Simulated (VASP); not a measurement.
# CdS (Fm-3m) in VASP: settings compared

The runs below take CdS through relaxation of cell and atoms, with r2SCAN, r2SCAN+D4, PBEsol.

All numbers are computed with VASP 6.6.1; they aren't measurements. Logs are shortened: lines on timing, memory, paths and dates and some standing lists are left out, and cuts for length are marked.

### Step 1. The cell of the first run

The structure is cubic, space group Fm-3m (No. 225). The conventional cell has a = 5.506 Å, b = 5.506 Å, c = 5.506 Å, α = 90.00°, β = 90.00°, γ = 90.00°. Cd (site symmetry m-3m) has 6 S at 2.75 Å within 3.6 Å. S (site symmetry m-3m) has 6 Cd at 2.75 Å within 3.6 Å.

### Step 2. Relaxation of cell and atoms, r2SCAN

Contents of POSCAR:

```
CdS
1.0
    0.0000000000      2.7532440000      2.7532440000
    2.7532440000      0.0000000000      2.7532440000
    2.7532440000      2.7532440000      0.0000000000
Cd S
1 1
Direct
    0.0000000000      0.0000000000      0.0000000000
    0.5000000000      0.5000000000      0.5000000000
```

Contents of INCAR.step1:

```
ALGO = Normal ; EDIFF = 1E-4
ENCUT = 600 ; GGA = PE
ISMEAR = 0 ; LASPH = T
LCHARG = F ; LREAL = F
LWAVE = T ; NELM = 100
PREC = Accurate ; SIGMA = 0.01
```

Contents of INCAR.step2:

```
ALGO = Normal ; EDIFF = 1E-6
EDIFFG = -0.01 ; ENCUT = 600
IBRION = 2 ; ISIF = 3
ISMEAR = 0 ; ISTART = 1
LASPH = T ; LCHARG = F
LMIXTAU = T ; LREAL = F
LWAVE = F ; METAGGA = R2SCAN
NELM = 100 ; NSW = 80
PREC = Accurate ; SIGMA = 0.01
```

Contents of KPOINTS:

```
k-points
0
Gamma
  5 5 5
```

Potentials or basis: VASP PAW PBE potentials, release 64 (Cd, S).

Run with:

```console
$ cat potpaw_PBE.64/Cd/POTCAR potpaw_PBE.64/S/POTCAR > POTCAR
$ cp INCAR.step1 INCAR
$ mpirun -np 1 vasp_std > vasp.out
$ cp INCAR.step2 INCAR
$ mpirun -np 1 vasp_std > vasp.out
```

OUTCAR:

```text
EDIFF = 1E-6
   EDIFFG = -0.01
   ENCUT = 600
   IBRION = 2
   ISIF = 3
   ISMEAR = 0
   ISTART = 1
   LASPH = T
   LREAL = F
   METAGGA = R2SCAN
   NELM = 100
   NSW = 80
   PREC = Accurate

 ion  position               nearest neighbor table
   1  0.000  0.000  0.000-   2 2.75   2 2.75   2 2.75   2 2.75   2 2.75   2 2.75
   2  0.500  0.500  0.500-   1 2.75   1 2.75   1 2.75   1 2.75   1 2.75   1 2.75

  LATTYP: Found a face centered cubic cell.
 ALAT       =     5.5064880000

  Lattice vectors:

 A1 = (   0.0000000000,   2.7532440000,   2.7532440000)
 A2 = (   2.7532440000,   0.0000000000,   2.7532440000)
 A3 = (   2.7532440000,   2.7532440000,   0.0000000000)

Analysis of symmetry for initial positions (statically):
=====================================================================
 Subroutine PRICEL returns:
 Original cell was already a primitive cell.

 Routine SETGRP: Setting up the symmetry group for a
 face centered cubic supercell.

 Subroutine GETGRP returns: Found 48 space group operations
 (whereof 48 operations were pure point group operations)
 out of a pool of 48 trial point group operations.

The static configuration has the point symmetry O_h .

Analysis of symmetry for dynamics (positions and initial velocities):
=====================================================================
 Subroutine PRICEL returns:
 Original cell was already a primitive cell.

 Routine SETGRP: Setting up the symmetry group for a
 face centered cubic supercell.

 Subroutine GETGRP returns: Found 48 space group operations
 (whereof 48 operations were pure point group operations)
 out of a pool of 48 trial point group operations.

The dynamic configuration has the point symmetry O_h .

 Subroutine INISYM returns: Found 48 space group operations
 (whereof 48 operations are pure point group operations),
 and found     1 'primitive' translations

----------------------------------------------------------------------------------------

                                     Primitive cell

  volume of cell :      41.7411

  direct lattice vectors                    reciprocal lattice vectors
     0.000000000  2.753244000  2.753244000    -0.181603955  0.181603955  0.181603955
     2.753244000  0.000000000  2.753244000     0.181603955 -0.181603955  0.181603955
     2.753244000  2.753244000  0.000000000     0.181603955  0.181603955 -0.181603955

  length of vectors
     3.893675005  3.893675005  3.893675005     0.314547277  0.314547277  0.314547277

  position of ions in fractional coordinates (direct lattice)
     0.000000000  0.000000000  0.000000000
     0.500000000  0.500000000  0.500000000

  ion indices of the primitive-cell ions
   primitive index   ion index
                 1           1
                 2           2

----------------------------------------------------------------------------------------

 KPOINTS: k-points

Automatic generation of k-mesh.
 Grid dimensions read from file:
 generate k-points for:    5    5    5

 Generating k-lattice:

  Cartesian coordinates                     Fractional coordinates (reciprocal lattice)
    -0.036320791  0.036320791  0.036320791     0.200000000  0.000000000  0.000000000
     0.036320791 -0.036320791  0.036320791     0.000000000  0.200000000  0.000000000
     0.036320791  0.036320791 -0.036320791     0.000000000  0.000000000  0.200000000

  Length of vectors
     0.062909455  0.062909455  0.062909455

  Shift w.r.t. Gamma in fractional coordinates (k-lattice)
     0.000000000  0.000000000  0.000000000

 Subroutine IBZKPT returns following result:
 ===========================================

 Found     10 irreducible k-points:

 Following reciprocal coordinates:
            Coordinates               Weight
  0.000000  0.000000  0.000000      1.000000
  0.200000  0.000000  0.000000      8.000000
  0.400000  0.000000  0.000000      8.000000
  0.200000  0.200000  0.000000      6.000000
  0.400000  0.200000  0.000000     24.000000
 -0.400000  0.200000  0.000000     24.000000
 -0.200000  0.200000  0.000000     12.000000
  0.400000  0.400000  0.000000      6.000000
 -0.400000  0.400000  0.000000     12.000000
 -0.400000  0.400000  0.200000     24.000000
   k-points           NKPTS =     10   k-points in BZ     NKDIM =     10   number of bands    NBANDS=     13
   number of dos      NEDOS =    301   number of ions     NIONS =      2
   total plane-waves  NPLWV =  32768
   dimension x,y,z NGX =    32 NGY =   32 NGZ =   32
   dimension x,y,z NGXF=    64 NGYF=   64 NGZF=   64
   ions per type =               1   1
   NGX,Y,Z   is equivalent  to a cutoff of  13.66, 13.66, 13.66 a.u.
   NGXF,Y,Z  is equivalent  to a cutoff of  27.33, 27.33, 27.33 a.u.
 SYSTEM =  unknown system
   PREC   = accura    normal or accurate (medium, high low for compatibility)
   ISTART =      1    job   : 0-new  1-cont  2-samecut
   ICHARG =      0    charge: 1-file 2-atom 10-const
   ISPIN  =      1    spin polarized calculation?
   LNONCOLLINEAR =      F non collinear calculations
   LSORBIT =      F    spin-orbit coupling
   LASPH  =      T    aspherical Exc in radial PAW
   ENCUT  =  600.0 eV  44.10 Ry    6.64 a.u.   7.78  7.78  7.78*2*pi/ulx,y,z
   NELM   =    100;   NELMIN=  2; NELMDL=  0     # of ELM steps
   EDIFF  = 0.1E-05   stopping-criterion for ELM
   LREAL  =      F    real-space projection
   EDIFFG = -.1E-01   stopping-criterion for IOM
   NSW    =     80    number of steps for IOM
   IBRION =      2    ionic relax: 0-MD 1-quasi-New 2-CG
   NFREE  =      1    steps in history (QN), initial steepest desc. (CG)
   ISIF   =      3    stress and relaxation
   ISYM   =      2    0-nonsym 1-usesym 2-fastsym
   POTIM  = 0.5000    time-step for ionic-motion
   TEBEG  =    0.0;   TEEND  =   0.0 temperature during run
   PSTRESS=    0.0 pullay stress
   NELECT =      18.0000    total number of electrons
   NUPDOWN=      -1.0000    fix difference up-down
   EMIN   =  10.00;   EMAX   =-10.00  energy-range for DOS
   EFERMI =   0.00;   METHOD = LEGACY
   ISMEAR =     0;   SIGMA  =   0.01  broadening in eV -4-tet -1-fermi 0-gaus
   EFERMI_NEDOS =   21; number of points for ismear=-14 and -15
   IALGO  =     38    algorithm
   IMIX   =      4    mixing-type and parameters
     AMIX     =   0.40;   BMIX     =  1.00
     AMIX_MAG =   1.60;   BMIX_MAG =  1.00
  volume/ion in A,a.u.               =      20.87       140.84
  Fermi-wavevector in a.u.,A,eV,Ry     =   1.236833  2.337275 20.813583  1.529755
  Thomas-Fermi vector in A             =   2.371425
   LORBIT       =      0    0 simple, 1 ext, 2 COOP (PROOUT), +10 PAW based schemes
   METAGGA = R2SCAN    functional components
   LHFCALC =     F    Hartree Fock is set to
   AEXX    =    0.0000 exact exchange contribution
   IVDW    =     0    specifies the selected vdW correction
   LEPSILON=     F    determine dielectric tensor
   LRPA    =     F    only Hartree local field effects (RPA)
 conjugate gradient relaxation of ions
 non-spin polarized calculation
 Gauss-broadening in eV      SIGMA  =   0.01
  energy-cutoff  :      600.00
  volume of cell :       41.74
 maximum number of plane-waves:      1411
   NGX = 15   NGY = 15   NGZ = 15

--------------------------------------- Ionic step        1  -------------------------------------------

 number of electron      17.9999999 magnetization

 Free energy of the ion-electron system (eV)
  ---------------------------------------------------
  ext. energy  EPLUGINS =         0.00000000
  ---------------------------------------------------
  free energy    TOTEN  =       -29.50351349 eV

  energy without entropy =      -29.50351349  energy(sigma->0) =      -29.50351349

------------------------ aborting loop because EDIFF is reached ----------------------------------------

  FORCE on cell =-STRESS in cart. coord.  units (eV):
  Direction    XX          YY          ZZ          XY          YZ          ZX
  --------------------------------------------------------------------------------------
  -------------------------------------------------------------------------------------
  Total       -0.4587636     -0.4587636     -0.4587636      0.0000000      0.0000000      0.0000000
  in kB      -17.6090298    -17.6090298    -17.6090298      0.0000000      0.0000000      0.0000000
  external PRESSURE =     -17.6090298 kB  Pullay stress =       0.0000000 kB

 VOLUME and BASIS-vectors are now :
 -----------------------------------------------------------------------------
  energy-cutoff  :      600.00
  volume of cell :       41.74
      direct lattice vectors                 reciprocal lattice vectors
     0.000000000  2.753244000  2.753244000    -0.181603955  0.181603955  0.181603955
     2.753244000  0.000000000  2.753244000     0.181603955 -0.181603955  0.181603955
     2.753244000  2.753244000  0.000000000     0.181603955  0.181603955 -0.181603955
[... 37 lines left out ...]
 POSITION                                       TOTAL-FORCE (eV/Angst)
 -----------------------------------------------------------------------------------
      5.44555      2.72278      2.72278        -0.000000     -0.000000     -0.000000
      2.72278      2.72278      2.72278         0.000000      0.000000      0.000000
 -----------------------------------------------------------------------------------
    total drift:                                0.000000     -0.000000     -0.000000

  FREE ENERGIE OF THE ION-ELECTRON SYSTEM (eV)
  ---------------------------------------------------
  free  energy   TOTEN  =       -29.5074922240 eV

  energy  without entropy=      -29.5074922240  energy(sigma->0) =      -29.50749222

--------------------------------------- Ionic step        3  -------------------------------------------

 number of electron      17.9999998 magnetization

 Free energy of the ion-electron system (eV)
  ---------------------------------------------------
  ext. energy  EPLUGINS =         0.00000000
  ---------------------------------------------------
  free energy    TOTEN  =       -29.50874729 eV

  energy without entropy =      -29.50874729  energy(sigma->0) =      -29.50874729

 E-fermi :   2.7982     XC(G=0): -10.9675

 val. band max:        2.7048171438   @ k =  -0.2000   0.2000   0.0000
 cond. band min:       3.9331534723   @ k =   0.4000   0.4000   0.0000
 fundamental gap:      1.2283363284
 Fermi energy:         2.7981570976

 k-point     1 :       0.0000    0.0000    0.0000
  band No.  band energies     occupation
      1     -10.5950      2.00000
      2      -5.1660      2.00000
      3      -5.1660      2.00000
      4      -5.1660      2.00000
      5      -5.1656      2.00000
      6      -5.1656      2.00000
      7       1.9477      2.00000
      8       1.9477      2.00000
      9       1.9477      2.00000
     10       4.2468      0.00000
     11      12.4186      0.00000
     12      12.4186      0.00000
     13      12.4186      0.00000

 k-point     2 :       0.2000    0.0000    0.0000
  band No.  band energies     occupation
      1     -10.2591      2.00000
      2      -5.2822      2.00000
      3      -5.2822      2.00000
      4      -5.2078      2.00000
      5      -5.0971      2.00000
      6      -5.0971      2.00000
      7      -0.0769      2.00000
      8       2.1863      2.00000
      9       2.1863      2.00000
     10       6.1823      0.00000
     11      10.4574      0.00000
[... 150 lines left out ...]
 POSITION                                       TOTAL-FORCE (eV/Angst)
 -----------------------------------------------------------------------------------
      0.00000      0.00000      0.00000         0.000000     -0.000000      0.000000
      2.73264      2.73264      2.73264         0.000000      0.000000     -0.000000
 -----------------------------------------------------------------------------------
    total drift:                                0.000000     -0.000000     -0.000000

  FREE ENERGIE OF THE ION-ELECTRON SYSTEM (eV)
  ---------------------------------------------------
  free  energy   TOTEN  =       -29.5087472882 eV

  energy  without entropy=      -29.5087472882  energy(sigma->0) =      -29.50874729

 reached required accuracy - stopping structural energy minimisation
```

Wall time 53 s (1 thread of Intel Xeon 6975P-C, shared host); peak memory 0.2 GiB.

Results:

| Quantity | Value |
| --- | --- |
| Free energy | -29.5087 eV |
| Relaxed volume | 20.41 Å³/atom |
| Relaxed cell | a = 3.865 Å, b = 3.865 Å, c = 3.865 Å, α = 60.00°, β = 60.00°, γ = 60.00° |
| Space group after relaxing (to 0.05 Å) | Fm-3m (No. 225) |
| Energy gained by relaxing | 2.6 meV/atom |
| Ionic steps | 3 |
| Pressure after relaxing | 0.0 GPa |
| Band gap on the k mesh | 1.23 eV, indirect (least direct gap 2.30 eV) |

Step by step:
```
step  energy change (eV)  largest force (eV/Å)  pressure (GPa)  volume (Å³)
   1              0.0000                0.0000           -1.76        41.74
   2             -0.0040                0.0000            0.94        40.37
   3             -0.0052                0.0000            0.00        40.81
```

Final structure:
```xyz
2
Lattice="0.0000 2.7326 2.7326 2.7326 0.0000 2.7326 2.7326 2.7326 0.0000" Properties=species:S:1:pos:R:3 pbc="T T T"
Cd    0.0000    0.0000    0.0000
S     2.7326    2.7326    2.7326
```

Levels at points of the mesh, in eV from the valence-band top:
| k point | band 7 | band 8 | band 9 | band 10 | band 11 | band 12 |
| --- | --- | --- | --- | --- | --- | --- |
| (0.00, 0.00, 0.00) | -0.76 | -0.76 | -0.76 | 1.54 | 9.71 | 9.71 |

Caveat: the PAW data sets were made with another functional, which shifts forces and pressure a little.

(Part 1 of 2 ends here.)
